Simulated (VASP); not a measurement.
Here is a VASP 6.6.1 calculation.

File POSCAR:

```
GdO
1.0
    0.0000000000      2.7000000000      2.7000000000
    2.7000000000      0.0000000000      2.7000000000
    2.7000000000      2.7000000000      0.0000000000
Gd O
1 1
Direct
    0.0000000000      0.0000000000      0.0000000000
    0.2500000000      0.2500000000      0.2500000000
```

Contents of INCAR.step1:

```
SYSTEM = GdO
ALGO = Normal ; EDIFF = 1E-5
ENCUT = 520 ; GGA = PE
ISIF = 2 ; ISMEAR = -1
ISPIN = 2 ; KPAR = 4
LASPH = .True. ; LCHARG = .False.
LMAXMIX = 6 ; LORBIT = 11
LREAL = .False. ; LWAVE = .True.
MAGMOM = 7 0 ; NBANDS = 23
NELM = 150 ; PREC = Accurate
SIGMA = 0.05
```

The input INCAR.step2:

```
SYSTEM = GdO
AEXX = 0.25 ; ALGO = Normal
EDIFF = 1E-6 ; ENCUT = 520
GGA = PE ; HFSCREEN = 0.3
ISIF = 2 ; ISMEAR = -1
ISPIN = 2 ; ISTART = 1
KPAR = 4 ; LASPH = .True.
LCHARG = .False. ; LHFCALC = .True.
LMAXMIX = 6 ; LORBIT = 11
LREAL = .False. ; LWAVE = .False.
MAGMOM = 7 0 ; NBANDS = 23
NELM = 150 ; PREC = Accurate
PRECFOCK = Normal ; SIGMA = 0.05
```

The input KPOINTS:

```
k-points
0
Gamma
  5 5 5
  0 0 0
```

Potentials or basis: VASP PAW PBE potentials, release 64 (Gd, O).

Command:

```sh
$ cat potpaw_PBE.64/Gd/POTCAR potpaw_PBE.64/O/POTCAR > POTCAR
$ cp INCAR.step1 INCAR
$ mpirun -np 4 vasp_std > vasp.out
$ cp INCAR.step2 INCAR
$ mpirun -np 4 vasp_std > vasp.out
```

(1) What does it give for the net moment?

(2) Estimate the pressure.

(3) Predict the band gap on the k mesh.

(4) Estimate the site moments.

## Answers

(1) 7.99 μB per cell.

(2) -2.1 GPa.

(3) zero (filled and empty bands overlap).

(4) Gd +7.07; O +0.03 μB.

Caveat: the k points lie up to 0.40 Å⁻¹ apart, too coarse for converged energies and pressures of a metal; the PAW data sets were made with another functional, which shifts forces and pressure a little; spin-orbit coupling is left out, which moves the levels of the heavy elements; a cell with one magnetic atom can't hold antiferromagnetic order, which such compounds often take.
